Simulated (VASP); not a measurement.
# Gd (Im-3m) in VASP: relaxation of cell and atoms with PBE

Aim: the relaxation of cell and atoms of Gd with PBE.

All numbers are computed with VASP 6.6.1; they aren't measurements. Logs are shortened: lines on timing, memory, paths and dates and some standing lists are left out, and cuts for length are marked.

### 1 The cell of the first run

Symmetry: Im-3m, No. 229, cubic system. Conventional cell: a = 3.072 Å, b = 3.072 Å, c = 3.072 Å, α = 90.00°, β = 90.00°, γ = 90.00°. Within 3.5 Å of Gd (site symmetry m-3m) lie 14 Gd at 2.66 to 3.07 Å.

This isn't the form of Gd at room conditions, which is hcp.

### 2 Relaxation of cell and atoms, PBE, collinear spin, ferromagnetic start, target pressure 100 GPa, at which the enthalpy is minimised

The input, INCAR:

```
SYSTEM = Gd
PREC = Accurate ; ENCUT = 600
EDIFF = 1E-7 ; ISMEAR = -1
SIGMA = 0.08 ; LREAL = .False.
LASPH = .True. ; NELM = 150
ALGO = Normal ; ISIF = 3
LWAVE = .False. ; LCHARG = .False.
ISPIN = 2 ; MAGMOM = 7
LORBIT = 11 ; LMAXMIX = 6
GGA = PE ; IBRION = 2
NSW = 32 ; EDIFFG = -0.005
PSTRESS = 1000.0
```

The input, KPOINTS:

```
regular mesh
0
Gamma
  18 18 18
  0 0 0
```

The input, POSCAR:

```
Gd
1.0
   -1.5358798905      1.5358798905      1.5358798905
    1.5358798905     -1.5358798905      1.5358798905
    1.5358798905      1.5358798905     -1.5358798905
Gd
1
Direct
    0.0000000000      0.0000000000      0.0000000000
```

Potentials or basis: VASP PAW PBE potentials, release 64 (Gd).

Launch:

```bash
> cat potpaw_PBE.64/Gd/POTCAR > POTCAR
> mpirun -np 1 vasp_std > vasp.out
```

OUTCAR:

```text
SYSTEM = Gd
   PREC = Accurate
   ENCUT = 600
   EDIFF = 1E-7
   ISMEAR = -1
   LREAL = .False.
   LASPH = .True.
   NELM = 150
   ISIF = 3
   ISPIN = 2
   LORBIT = 11
   GGA = PE
   IBRION = 2
   NSW = 32
   EDIFFG = -0.005
   PSTRESS = 1000.0

 ion  position               nearest neighbor table
   1  0.000  0.000  0.000-

  LATTYP: Found a body centered cubic cell.
 ALAT       =     3.0717597810

  Lattice vectors:

 A1 = (  -1.5358798905,   1.5358798905,   1.5358798905)
 A2 = (   1.5358798905,  -1.5358798905,   1.5358798905)
 A3 = (   1.5358798905,   1.5358798905,  -1.5358798905)

Analysis of symmetry for initial positions (statically):
=====================================================================
 Subroutine PRICEL returns:
 Original cell was already a primitive cell.

 Routine SETGRP: Setting up the symmetry group for a
 body centered cubic supercell.

 Subroutine GETGRP returns: Found 48 space group operations
 (whereof 48 operations were pure point group operations)
 out of a pool of 48 trial point group operations.

The static configuration has the point symmetry O_h .

Analysis of symmetry for dynamics (positions and initial velocities):
=====================================================================
 Subroutine PRICEL returns:
 Original cell was already a primitive cell.

 Routine SETGRP: Setting up the symmetry group for a
 body centered cubic supercell.

 Subroutine GETGRP returns: Found 48 space group operations
 (whereof 48 operations were pure point group operations)
 out of a pool of 48 trial point group operations.

The dynamic configuration has the point symmetry O_h .

Analysis of structural, dynamic, and magnetic symmetry:
=====================================================================
 Subroutine PRICEL returns:
 Original cell was already a primitive cell.

 Routine SETGRP: Setting up the symmetry group for a
 body centered cubic supercell.

 Subroutine GETGRP returns: Found 48 space group operations
 (whereof 48 operations were pure point group operations)
 out of a pool of 48 trial point group operations.

The overall configuration has the point symmetry O_h .

 Subroutine INISYM returns: Found 48 space group operations
 (whereof 48 operations are pure point group operations),
 and found     1 'primitive' translations

----------------------------------------------------------------------------------------

                                     Primitive cell

[... 94 lines left out ...]
   ISIF   =      3    stress and relaxation
   ISYM   =      2    0-nonsym 1-usesym 2-fastsym
   POTIM  = 0.5000    time-step for ionic-motion
   TEBEG  =    0.0;   TEEND  =   0.0 temperature during run
   PSTRESS= 1000.0 pullay stress
   NELECT =      18.0000    total number of electrons
   NUPDOWN=      -1.0000    fix difference up-down
   EMIN   =  10.00;   EMAX   =-10.00  energy-range for DOS
   EFERMI =   0.00;   METHOD = LEGACY
   ISMEAR =    -1;   SIGMA  =   0.08  broadening in eV -4-tet -1-fermi 0-gaus
   EFERMI_NEDOS =   21; number of points for ismear=-14 and -15
   IALGO  =     38    algorithm
   IMIX   =      4    mixing-type and parameters
     AMIX     =   0.40;   BMIX     =  1.00
     AMIX_MAG =   1.60;   BMIX_MAG =  1.00
  volume/ion in A,a.u.               =      14.49        97.80
  Fermi-wavevector in a.u.,A,eV,Ry     =   1.759767  3.325477 42.134231  3.096779
  Thomas-Fermi vector in A             =   2.828664
   LORBIT       =     11    0 simple, 1 ext, 2 COOP (PROOUT), +10 PAW based schemes
   GGA     = PE    functional components
   LHFCALC =     F    Hartree Fock is set to
   AEXX    =    0.0000 exact exchange contribution
   IVDW    =     0    specifies the selected vdW correction
   LEPSILON=     F    determine dielectric tensor
   LRPA    =     F    only Hartree local field effects (RPA)
 conjugate gradient relaxation of ions
 spin polarized calculation
  energy-cutoff  :      600.00
  volume of cell :       14.49
 maximum number of plane-waves:       496
 NGX is ok and might be reduce to    24
   NGX = 11   NGY = 11   NGZ = 11

--------------------------------------- Ionic step        1  -------------------------------------------

 number of electron      17.9999995 magnetization       6.7434517

 Free energy of the ion-electron system (eV)
  ---------------------------------------------------
  ext. energy  EPLUGINS =         0.00000000
  ---------------------------------------------------
  free energy    TOTEN  =        -8.31115059 eV

  energy without entropy =       -8.28230867  energy(sigma->0) =       -8.29672963

------------------------ aborting loop because EDIFF is reached ----------------------------------------

  FORCE on cell =-STRESS in cart. coord.  units (eV):
  Direction    XX          YY          ZZ          XY          YZ          ZX
  --------------------------------------------------------------------------------------
  -------------------------------------------------------------------------------------
  Total        9.2307621      9.2307621      9.2307621      0.0000000      0.0000000      0.0000000
  in kB     1020.5079418   1020.5079418   1020.5079418      0.0000000      0.0000000      0.0000000
  external PRESSURE =      20.5079418 kB  Pullay stress =    1000.0000000 kB
[... 61 lines left out ...]
--------------------------------------- Ionic step        3  -------------------------------------------

 number of electron      17.9999995 magnetization       6.7565556

 Free energy of the ion-electron system (eV)
  ---------------------------------------------------
  ext. energy  EPLUGINS =         0.00000000
  ---------------------------------------------------
  free energy    TOTEN  =        -8.37213996 eV

  energy without entropy =       -8.34268851  energy(sigma->0) =       -8.35741423

 E-fermi :   7.9387     XC(G=0): -14.3869

 val. band max:        7.9296121551   @ k =   0.2778   0.1111   0.1111
 cond. band min:       7.9471551763   @ k =  -0.3889  -0.3889   0.0556
 fundamental gap:      0.0175430212
 Fermi energy:         7.9387266603

 spin component 1

 k-point     1 :       0.0000    0.0000    0.0000
  band No.  band energies     occupation
      1     -37.4303      1.00000
      2     -11.1727      1.00000
      3     -11.1727      1.00000
      4     -11.1727      1.00000
      5       3.9832      1.00000
      6       3.9832      1.00000
[... 459 lines left out ...]
      6       4.1325      1.00000
[... 9 lines left out ...]
     16      18.3355      0.00000
     17      22.8394      0.00000

 [... further k-points ...]

 spin component 2

 k-point     1 :       0.0000    0.0000    0.0000
  band No.  band energies     occupation
      1     -34.6810      1.00000
      2      -8.8041      1.00000
      3      -8.8041      1.00000
      4      -8.8041      1.00000
      5       5.6881      1.00000
      6       8.4973      0.00093
[... 503 lines left out ...]
  energy  without entropy=       -8.3426885058  energy(sigma->0) =       -8.35741423

  enthalpy is  TOTEN    =         0.7334909791 eV   P V=        9.1056309412

 reached required accuracy - stopping structural energy minimisation

 total charge

# of ion       s       p       d       f       tot
--------------------------------------------------
    1        2.097   5.504   1.377   7.133  16.111

 magnetization (x)

# of ion       s       p       d       f       tot
--------------------------------------------------
    1        0.023  -0.050   0.072   6.498   6.544
```

CONTCAR:

```text
Gd
   1.00000000000000
    -1.5392891624837712    1.5392891624837715    1.5392891624837712
     1.5392891624837712   -1.5392891624837715    1.5392891624837712
     1.5392891624837712    1.5392891624837715   -1.5392891624837712
  Gd
     1
Direct
     0.0000000000000000    0.0000000000000000    0.0000000000000000

  0.00000000E+00  0.00000000E+00  0.00000000E+00
```

Run time: 19 min. Hardware: 1 thread of Oxide Virtual Turin-like, shared host; peak memory 0.22 GiB.

Results:

| Quantity | Value |
| --- | --- |
| Free energy | -8.3721 eV |
| Relaxed volume | 14.59 Å³/atom |
| Relaxed cell | a = 2.666 Å, b = 2.666 Å, c = 2.666 Å, α = 109.47°, β = 109.47°, γ = 109.47° |
| Space group after relaxing (to 0.1 Å) | Im-3m (No. 229) |
| Energy change on relaxing (the run minimises the enthalpy) | -61.0 meV/atom |
| Ionic steps | 3 |
| Pressure after relaxing | 100.0 GPa |
| Net moment | 6.76 μB per cell |
| Site moments | Gd +6.54 μB |
| Valence electrons inside the program's atomic spheres | Gd 16.11 |

The path:
| step | energy change (eV) | largest force (eV/Å) | pressure (GPa) | volume (Å³) |
| --- | --- | --- | --- | --- |
| 1 | 0.0000 | 0.0000 | 102.05 | 14.49 |
| 2 | -0.2400 | 0.0000 | 94.05 | 14.88 |
| 3 | -0.0610 | 0.0000 | 100.01 | 14.59 |

Final structure:
```xyz
1
Lattice="-1.5393 1.5393 1.5393 1.5393 -1.5393 1.5393 1.5393 1.5393 -1.5393" Properties=species:S:1:pos:R:3 pbc="T T T"
Gd    0.0000    0.0000    0.0000
```

Levels at points of the mesh, in eV from the Fermi level:
Spin up:
| k point | band 8 | band 9 | band 10 | band 11 | band 12 | band 13 | band 14 | band 15 | band 16 | band 17 |
| --- | --- | --- | --- | --- | --- | --- | --- | --- | --- | --- |
| (0.00, 0.00, 0.00) | -3.35 | -2.99 | -2.99 | -2.99 | -2.72 | 2.11 | 2.11 | 2.11 | 6.70 | 6.70 |
| (0.50, 0.00, 0.00) | -3.47 | -3.15 | -3.03 | -2.98 | -2.87 | -1.75 | 7.81 | 9.18 | 9.38 | 13.80 |
| (0.50, 0.50, 0.50) | -3.37 | -3.37 | -3.37 | -2.87 | -2.87 | -2.87 | 12.92 | 12.92 | 12.92 | 16.21 |
Spin down:
| k point | band 4 | band 5 | band 6 | band 7 | band 8 | band 9 |
| --- | --- | --- | --- | --- | --- | --- |
| (0.00, 0.00, 0.00) | -16.74 | -2.25 | 0.56 | 0.56 | 0.56 | 2.24 |
| (0.50, 0.00, 0.00) | -17.03 | -3.37 | -0.88 | 0.75 | 1.17 | 1.57 |
| (0.50, 0.50, 0.50) | -21.21 | -5.03 | -5.03 | 1.00 | 1.65 | 1.65 |

Caveat: the cell is relaxed towards a set pressure, so the run minimises the enthalpy, not the energy; spin-orbit coupling is left out, which moves the levels of the heavy elements; semilocal functionals describe open f shells poorly, which spoils levels, moments and volumes. The state reached can hang on the start; a lower one may exist.
